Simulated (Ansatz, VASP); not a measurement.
# BaS in VASP and in Ansatz

Contents of INCAR:

```
PREC = Accurate ; ENCUT = 520
EDIFF = 1E-6 ; ISMEAR = 0
SIGMA = 0.05 ; LREAL = F
LASPH = T ; NELM = 60
ALGO = Normal ; ISIF = 2
LWAVE = F ; LCHARG = F
GGA = PS ; NBANDS = 15
```

Contents of KPOINTS:

```
regular mesh
0
Gamma
  8 8 8
```

The input POSCAR:

```
BaS
1.0
    0.0000000000      3.4892247916      3.4892247916
    3.4892247916      0.0000000000      3.4892247916
    3.4892247916      3.4892247916      0.0000000000
Ba S
1 1
Direct
    0.0000000000      0.0000000000      0.0000000000
    0.2500000000      0.2500000000      0.2500000000
```

Input for Ansatz:

```yaml
crystal:
  lattice:
    - [0.0, 3.4892247916, 3.4892247916]
    - [3.4892247916, 0.0, 3.4892247916]
    - [3.4892247916, 3.4892247916, 0.0]
  atoms:
    - { symbol: Ba, position: [0.0, 0.0, 0.0] }
    - { symbol: S, position: [0.25, 0.25, 0.25] }
basis:
  ecutwfc: 420
  ecutrho_ratio: 4
kpoints:
  mp_grid: { grid: [8, 8, 8] }
hamiltonian:
  xc: pbesol
scf:
  occupations: { method: gaussian, width: 0.05 }
output:
  forces: true
  stress: true
  eigenvalues: true
```

Alike in both runs: task single point; functional PBEsol; k mesh 8 × 8 × 8; occupations gaussian, width 0.05 eV; no spin polarisation.

|  | VASP | Ansatz |
| --- | --- | --- |
| version | VASP 6.6.1 | Ansatz 0.2.0 |
| potentials or method | VASP PAW PBE potentials, release 64 (Ba_sv, S), cutoff 520 eV | scalar-relativistic, plane waves, PAW |
| valence electrons in the cell | 16 | 16 |

Ansatz gave:

| Item | Value |
| --- | --- |
| gap on the k mesh at the Fermi level (eV) | 2.65 |
| least direct gap on the mesh (eV) | 3.36 |
| pressure (GPa) | -0.5 |

Problem. What did VASP give for the same quantities?

Solution. gap on the k mesh at the Fermi level (eV): 2.66; least direct gap on the mesh (eV): 3.32; pressure (GPa): 0.0.

VASP's potentials were made for PBE, not for PBEsol.

Spin-orbit coupling is off throughout.
